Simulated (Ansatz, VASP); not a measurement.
Sn in VASP and in Ansatz

```
Sn
1.0
    -1.93181    1.93181    1.93181
     1.93181   -1.93181    1.93181
     1.93181    1.93181   -1.93181
Sn
1
Direct
  0.00000 0.00000 0.00000
```

Alike in both runs: task single point; functional HSE06; k mesh 6 × 6 × 6; occupations fermi-dirac, width 0.05 eV; no spin polarisation.

|  | VASP | Ansatz |
| --- | --- | --- |
| version | VASP 6.6.1 | Ansatz 0.2.0 |
| potentials or method | VASP PAW PBE potentials, release 64 (Sn_d) | Ansatz PAW |
| plane-wave cutoff (eV) | 520 | 420 |
| valence electrons in the cell | 14 | 14 |

|  | VASP | Ansatz | Ansatz less VASP |
| --- | --- | --- | --- |
| gap on the k mesh at the Fermi level (eV) | none | none | - |
| pressure (GPa) | -3.5 | -3.5 | +0.03 |

A gap of «none» marks a metal or a gap that the smearing closes. The functional is the same, so the differences come from potentials, cutoffs and numerics.

The k mesh is coarse, so the values compare programs but aren't converged.
